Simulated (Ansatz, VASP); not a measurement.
## AlN: VASP beside Ansatz

POSCAR

```
AlN
1.0
    3.1887772054      0.0000000000      0.0000000000
   -1.5943886027      2.7615620669      0.0000000000
    0.0000000000      0.0000000000      4.9780000000
Al N
2 2
Direct
    0.3333333333      0.6666666667      0.0000000000
    0.6666666667      0.3333333333      0.5000000000
    0.3333333333      0.6666666667      0.3850000000
    0.6666666667      0.3333333333      0.8850000000
```

The input INCAR.step1:

```
SYSTEM = AlN
ALGO = Normal
EDIFF = 1E-4
ENCUT = 520
GGA = PE
ISMEAR = 0
LASPH = .TRUE.
LCHARG = .FALSE.
LREAL = .FALSE.
LWAVE = .TRUE.
NBANDS = 16
NELM = 100
PREC = Accurate
SIGMA = 0.05
```

File INCAR.step2:

```
SYSTEM = AlN
ALGO = Normal
EDIFF = 1E-7
ENCUT = 520
ISIF = 2
ISMEAR = 0
ISTART = 1
LASPH = .TRUE.
LCHARG = .TRUE.
LELF = .TRUE.
LMIXTAU = .TRUE.
LREAL = .FALSE.
LVHAR = .TRUE.
LWAVE = .FALSE.
METAGGA = R2SCAN
NBANDS = 16
NELM = 100
PREC = Accurate
SIGMA = 0.05
```

The input KPOINTS:

```
k-points
0
G
  12 12 6
  0 0 0
```

Input for Ansatz:

```yaml
crystal:
  lattice:
    - [3.1887772054, 0.0, 0.0]
    - [-1.5943886027, 2.7615620669, 0.0]
    - [0.0, 0.0, 4.978]
  atoms:
    - { symbol: Al, position: [0.3333333333, 0.6666666667, 0.0] }
    - { symbol: Al, position: [0.6666666667, 0.3333333333, 0.5] }
    - { symbol: "N", position: [0.3333333333, 0.6666666667, 0.385] }
    - { symbol: "N", position: [0.6666666667, 0.3333333333, 0.885] }
basis:
  ecutwfc: 500
kpoints:
  mp_grid: { grid: [12, 12, 6] }
hamiltonian:
  xc: r2scan
scf:
  occupations: { method: gaussian, width: 0.05 }
output:
  forces: true
  stress: true
  eigenvalues: true
```

Change from the starting cell: strain +0.025 along x and y, +0.000 along z, atoms carried along.

Alike in both runs: task single point; functional r2SCAN; k mesh 12 × 12 × 6; occupations gaussian, width 0.05 eV; no spin polarisation.

|  | VASP | Ansatz |
| --- | --- | --- |
| version | VASP 6.6.1 | Ansatz 0.2.0 |
| potentials or method | VASP PAW PBE potentials, release 64 (Al, N), cutoff 520 eV | scalar-relativistic, plane waves, PAW |
| valence electrons in the cell | 16 | 16 |

Ansatz gave:

```
gap on the k mesh at the Fermi level (eV)                     : 4.29
least direct gap on the mesh (eV)                             : 4.29
pressure (GPa)                                                : -10.2
traceless stress, the component that is largest in VASP (GPa) : 5.51
rms of the force components (eV/Å)                            : 0.017
```

Problem. What did VASP give for the same quantities?

Solution. gap on the k mesh at the Fermi level (eV): 4.32; least direct gap on the mesh (eV): 4.32; pressure (GPa): -10.6; traceless stress, the component that is largest in VASP (GPa): 5.57; rms of the force components (eV/Å): 0.018.

VASP's potentials were made for PBE, not for r2SCAN. Atom by atom the forces differ by 0.001 eV/Å (rms over components). The functional is the same, so the differences come from potentials, cutoffs and numerics.
